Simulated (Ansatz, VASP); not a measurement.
# La2O3: VASP beside Ansatz

```
La O
1.0
     4.09251    0.00000    0.00000
    -2.04625    3.54421    0.00000
     0.00000    0.00000    5.80460
La O
2 3
Direct
  0.66667 0.33333 0.75639
  0.33333 0.66667 0.24361
  0.66667 0.33333 0.34662
  0.33333 0.66667 0.65338
  0.00000 0.00000 0.00000
```

Change from the starting cell: epitaxial_xy strain +4.0%.

Alike in both runs: task single point; functional r2SCAN; k mesh 12 × 12 × 4; no spin polarisation.

|  | VASP | Ansatz |
| --- | --- | --- |
| version | VASP 6.6.1 | Ansatz 0.2.0 |
| potentials or method | VASP PAW PBE potentials, release 64 (La, O) | plane waves, PAW |
| plane-wave cutoff (eV) | 520 | 500 |
| occupations | gaussian, width 0.01 eV | fixed |
| valence electrons in the cell | 40 | 40 |

```tsv
	VASP	Ansatz	Ansatz less VASP
gap on the k mesh at the Fermi level (eV)	3.82	3.81	-0.013
pressure (GPa)	-5.5	-5.1	+0.41
traceless stress, the component that is largest in VASP (GPa)	5.12	5.06	-0.054
rms of the force components (eV/Å)	0.009	0.001	-0.0082
```

VASP's potentials were made for PBE, not for r2SCAN. Atom by atom the forces differ by 0.009 eV/Å (rms over components).

Spin-orbit coupling is off throughout.
